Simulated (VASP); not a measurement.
# Bi2Te3 (R3m) in VASP: further runs

The runs below take Bi2Te3 through single point, with LDA.

Everything below comes from runs of VASP 6.6.1. Logs are shortened: lines on timing, memory, paths and dates and some standing lists are left out, and cuts for length are marked.

## Step 1: The cell of the first run

It takes space group R3m (No. 160, trigonal). Conventional cell: a = 4.475 Å, b = 4.475 Å, c = 30.233 Å, α = 90.00°, β = 90.00°, γ = 120.00°. Bi (site symmetry 3m) has 3 Te at 3.07 Å and 3 Bi at 3.47 Å within 4.0 Å. Bi (site symmetry 3m) has 9 Te at 3.31 to 4.74 Å and 9 Bi at 3.47 to 4.48 Å within 4.8 Å. Within 4.1 Å of Te (site symmetry 3m) lie 6 Te at 3.08 to 3.49 Å. Te (site symmetry 3m) has 3 Bi at 3.07 Å and 3 Te at 3.49 Å within 4.0 Å. Within 4.1 Å of Te (site symmetry 3m) lie 3 Te at 3.08 Å and 3 Bi at 3.31 Å.

## Step 2: Single point, LDA (34.96 Å³/atom)

Contents of INCAR:

```
SYSTEM = Bi2Te3
PREC = Accurate
ENCUT = 520
EDIFF = 1E-7
ISMEAR = -1
SIGMA = 0.08
LREAL = .FALSE.
LASPH = .TRUE.
NELM = 60
ALGO = Normal
ISIF = 2
LWAVE = .FALSE.
LCHARG = .TRUE.
GGA = CA
LELF = .TRUE.
LVHAR = .TRUE.
NBANDS = 32
```

Contents of KPOINTS:

```
Automatic mesh
0
G
  8 8 8
  0 0 0
```

Contents of POSCAR:

```
Bi2Te3
1.0
    2.2375638137      1.2918580701     10.0775622472
   -2.2375638137      1.2918580701     10.0775622472
    0.0000000000     -2.5837161404     10.0775622472
Bi Te
2 3
Direct
    0.8120000000      0.8120000000      0.8120000000
    0.4020000000      0.4020000000      0.4020000000
    0.6110000000      0.6110000000      0.6110000000
    0.2000000000      0.2000000000      0.2000000000
    0.0000000000      0.0000000000      0.0000000000
```

Potentials or basis: VASP PAW LDA potentials, release 64 (Bi_d, Te).

The run is started by

```bash
$ cat potpaw_LDA.64/Bi_d/POTCAR potpaw_LDA.64/Te/POTCAR > POTCAR
$ mpirun -np 1 vasp_std > vasp.out
```

OUTCAR:

```text
SYSTEM = Bi2Te3
   PREC = Accurate
   ENCUT = 520
   EDIFF = 1E-7
   ISMEAR = -1
   LREAL = .FALSE.
   LASPH = .TRUE.
   NELM = 60
   ISIF = 2
   GGA = CA

 ion  position               nearest neighbor table
   1  0.812  0.812  0.812-   4 3.07   4 3.07   4 3.07   2 3.47   2 3.47   2 3.47
   2  0.402  0.402  0.402-   5 3.31   5 3.31   5 3.31   1 3.47   1 3.47   1 3.47
   3  0.611  0.611  0.611-   5 3.08   5 3.08   5 3.08   4 3.49   4 3.49   4 3.49
   4  0.200  0.200  0.200-   1 3.07   1 3.07   1 3.07   3 3.49   3 3.49   3 3.49
   5  0.000  0.000  0.000-   3 3.08   3 3.08   3 3.08   2 3.31   2 3.31   2 3.31

  LATTYP: Found a trigonal (rhomboedric) cell.
 ALAT       =    10.4035018114
 COS(alpha) =     0.9074829532

  Lattice vectors:

 A1 = (   2.2375638137,   1.2918580701,  10.0775622472)
 A2 = (  -2.2375638137,   1.2918580701,  10.0775622472)
 A3 = (   0.0000000000,  -2.5837161404,  10.0775622472)

Analysis of symmetry for initial positions (statically):
=====================================================================
 Subroutine PRICEL returns:
 Original cell was already a primitive cell.

 Routine SETGRP: Setting up the symmetry group for a
 trigonal (rhombohedral) supercell.

 Subroutine GETGRP returns: Found  6 space group operations
 (whereof  6 operations were pure point group operations)
 out of a pool of 12 trial point group operations.

The static configuration has the point symmetry C_3v.

Analysis of symmetry for dynamics (positions and initial velocities):
=====================================================================
 Subroutine PRICEL returns:
 Original cell was already a primitive cell.

 Routine SETGRP: Setting up the symmetry group for a
 trigonal (rhombohedral) supercell.

 Subroutine GETGRP returns: Found  6 space group operations
 (whereof  6 operations were pure point group operations)
 out of a pool of 12 trial point group operations.

The dynamic configuration has the point symmetry C_3v.

 Subroutine INISYM returns: Found  6 space group operations
 (whereof  6 operations are pure point group operations),
 and found     1 'primitive' translations

----------------------------------------------------------------------------------------

                                     Primitive cell

  volume of cell :     174.7821

[... 88 lines left out ...]
   ISPIN  =      1    spin polarized calculation?
   LNONCOLLINEAR =      F non collinear calculations
   LSORBIT =      F    spin-orbit coupling
   LASPH  =      T    aspherical Exc in radial PAW
   ENCUT  =  520.0 eV  38.22 Ry    6.18 a.u.  19.34 19.34 19.34*2*pi/ulx,y,z
   NELM   =     60;   NELMIN=  2; NELMDL= -5     # of ELM steps
   EDIFF  = 0.1E-06   stopping-criterion for ELM
   LREAL  =      F    real-space projection
   EDIFFG = 0.1E-05   stopping-criterion for IOM
   NSW    =      0    number of steps for IOM
   IBRION =     -1    ionic relax: 0-MD 1-quasi-New 2-CG
   NFREE  =      0    steps in history (QN), initial steepest desc. (CG)
   ISIF   =      2    stress and relaxation
   ISYM   =      2    0-nonsym 1-usesym 2-fastsym
   POTIM  = 0.5000    time-step for ionic-motion
   TEBEG  =    0.0;   TEEND  =   0.0 temperature during run
   PSTRESS=    0.0 pullay stress
   NELECT =      48.0000    total number of electrons
   NUPDOWN=      -1.0000    fix difference up-down
   EMIN   =  10.00;   EMAX   =-10.00  energy-range for DOS
   EFERMI =   0.00;   METHOD = LEGACY
   ISMEAR =    -1;   SIGMA  =   0.08  broadening in eV -4-tet -1-fermi 0-gaus
   EFERMI_NEDOS =   21; number of points for ismear=-14 and -15
   IALGO  =     38    algorithm
   IMIX   =      4    mixing-type and parameters
     AMIX     =   0.40;   BMIX     =  1.00
     AMIX_MAG =   1.60;   BMIX_MAG =  1.00
  volume/ion in A,a.u.               =      34.96       235.90
  Fermi-wavevector in a.u.,A,eV,Ry     =   1.064118  2.010890 15.406503  1.132346
  Thomas-Fermi vector in A             =   2.199625
   LORBIT       =      0    0 simple, 1 ext, 2 COOP (PROOUT), +10 PAW based schemes
   GGA     = CA    functional components
   LHFCALC =     F    Hartree Fock is set to
   AEXX    =    0.0000 exact exchange contribution
   IVDW    =     0    specifies the selected vdW correction
   LEPSILON=     F    determine dielectric tensor
   LRPA    =     F    only Hartree local field effects (RPA)
 non-spin polarized calculation
  energy-cutoff  :      520.00
  volume of cell :      174.78
 maximum number of plane-waves:      4733
 NGX is ok and might be reduce to    80
   NGX = 39   NGY = 39   NGZ = 39

 number of electron      48.0000004 magnetization

 Free energy of the ion-electron system (eV)
  ---------------------------------------------------
  ext. energy  EPLUGINS =         0.00000000
  ---------------------------------------------------
  free energy    TOTEN  =       -20.14776046 eV

  energy without entropy =      -20.11056535  energy(sigma->0) =      -20.12916290

 E-fermi :   5.7768     XC(G=0):  -9.4689

 val. band max:        5.7551665272   @ k =   0.1250   0.1250   0.1250
 cond. band min:       5.8037035596   @ k =  -0.1250   0.1250   0.0000
 fundamental gap:      0.0485370324
 Fermi energy:         5.7768085594

 k-point     1 :       0.0000    0.0000    0.0000
  band No.  band energies     occupation
      1     -17.2545      2.00000
      2     -17.2545      2.00000
      3     -17.2286      2.00000
      4     -17.2286      2.00000
      5     -17.2225      2.00000
      6     -16.7008      2.00000
[... 829 lines left out ...]
     31       9.5517      0.00000
     32      10.8219      0.00000

 [... further k-points ...]
[... 5 lines left out ...]
  --------------------------------------------------------------------------------------
  -------------------------------------------------------------------------------------
  Total       -3.4004459     -3.4004459     -4.6140027      0.0000000      0.0000000      0.0000000
  in kB      -31.1709097    -31.1709097    -42.2952358      0.0000000      0.0000000      0.0000000
  external PRESSURE =     -34.8790184 kB  Pullay stress =       0.0000000 kB

 VOLUME and BASIS-vectors are now :
 -----------------------------------------------------------------------------
  energy-cutoff  :      520.00
  volume of cell :      174.78
      direct lattice vectors                 reciprocal lattice vectors
     2.237563814  1.291858070 10.077562247     0.223457314  0.129013140  0.033076782
    -2.237563814  1.291858070 10.077562247    -0.223457314  0.129013140  0.033076782
     0.000000000 -2.583716140 10.077562247     0.000000000 -0.258026281  0.033076782

 POSITION                                       TOTAL-FORCE (eV/Angst)
 -----------------------------------------------------------------------------------
      0.00000     -0.00000     24.54894         0.000000      0.000000     -0.573274
      0.00000     -0.00000     12.15354         0.000000      0.000000     -0.463373
      0.00000     -0.00000     18.47217         0.000000      0.000000     -0.465418
      0.00000     -0.00000      6.04654         0.000000     -0.000000      0.462284
      0.00000      0.00000      0.00000         0.000000     -0.000000      1.039781
 -----------------------------------------------------------------------------------
    total drift:                                0.000000     -0.000000      0.000334

  FREE ENERGIE OF THE ION-ELECTRON SYSTEM (eV)
  ---------------------------------------------------
  free  energy   TOTEN  =       -20.1477604636 eV

  energy  without entropy=      -20.1105653451  energy(sigma->0) =      -20.12916290
```

OSZICAR:

```text
N       E                     dE             d eps       ncg     rms          rms(c)
DAV:   1     0.429013695358E+03    0.42901E+03   -0.21613E+04  4160   0.144E+03
DAV:   2     0.246588511707E+02   -0.40435E+03   -0.38841E+03  4376   0.371E+02
DAV:   3    -0.182971253551E+02   -0.42956E+02   -0.41270E+02  5280   0.135E+02
DAV:   4    -0.201405710732E+02   -0.18434E+01   -0.18320E+01  4584   0.304E+01
DAV:   5    -0.202278341394E+02   -0.87263E-01   -0.87246E-01  6160   0.643E+00    0.119E+01
DAV:   6    -0.201523721068E+02    0.75462E-01   -0.85146E-02  5048   0.561E+00    0.745E+00
DAV:   7    -0.201502010494E+02    0.21711E-02   -0.85138E-02  4840   0.184E+00    0.788E-01
DAV:   8    -0.201481933750E+02    0.20077E-02   -0.67999E-03  4648   0.602E-01    0.488E-01
DAV:   9    -0.201479063826E+02    0.28699E-03   -0.11028E-03  4976   0.341E-01    0.327E-01
DAV:  10    -0.201477628395E+02    0.14354E-03   -0.96658E-04  4888   0.241E-01    0.915E-02
DAV:  11    -0.201477632426E+02   -0.40309E-06   -0.11578E-04  4640   0.580E-02    0.223E-02
DAV:  12    -0.201477609683E+02    0.22743E-05   -0.10023E-05  5864   0.230E-02    0.886E-03
DAV:  13    -0.201477604388E+02    0.52953E-06   -0.35406E-06  4800   0.137E-02    0.464E-03
DAV:  14    -0.201477604636E+02   -0.24768E-07   -0.25748E-07  3832   0.284E-03
   1 F= -.20147760E+02 E0= -.20129163E+02  d E =-.371951E-01
```

stdout:

```text
POSCAR found type information on POSCAR BiTe
 POSCAR found :  2 types and       5 ions
 scaLAPACK will be used
 LDA part: xc-table for (Slater(with rela. corr.)+CA(PZ))
 , standard interpolation
 POSCAR, INCAR and KPOINTS ok, starting setup
 FFT: planning ... GRIDC
 FFT: planning ... GRID_SOFT
 FFT: planning ... GRID
 WAVECAR not read
 entering main loop
```

Wall time 17 min (1 thread of Intel Xeon 6975P-C (Granite Rapids), shared host); peak memory 0.78 GiB.

What came out:

```yaml
Free_energy: -20.1478 eV
Pressure: -3.5 GPa
Largest_force: 1.040 eV/Å
Band_gap_on_the_k_mesh: zero (bands 24 and 25 overlap by 0.18 eV)
```

Forces in eV/Å, atoms in the order of the input:
```
Bi   0.000  0.000 -0.573
Bi   0.000  0.000 -0.463
Te   0.000  0.000 -0.465
Te   0.000  0.000  0.462
Te   0.000  0.000  1.040
```

Levels at points of the mesh, in eV from the Fermi level:
```csv
k point,band 21,band 22,band 23,band 24,band 25,band 26,band 27,band 28
"(0.00, 0.00, 0.00)",-2.01,-0.52,-0.41,-0.41,-0.12,0.29,0.29,2.03
"(0.50, 0.00, 0.00)",-3.06,-2.08,-0.27,-0.26,-0.16,0.45,2.36,2.67
"(0.50, 0.50, 0.00)",-2.22,-1.77,-1.00,-0.47,0.34,1.11,1.66,2.37
"(0.50, 0.50, 0.50)",-1.81,-0.93,-0.65,-0.65,0.38,0.83,0.83,1.58
```

Caveat: the cell stands under tension; spin-orbit coupling is left out, which moves the levels of the heavy elements; forces of over 1 eV/Å act on the atoms, so gaps and moduli don't describe the material at rest.

(Part 1 of 2 ends here.)

The gap in the log of VASP goes by the Fermi energy; the results here count the filled bands.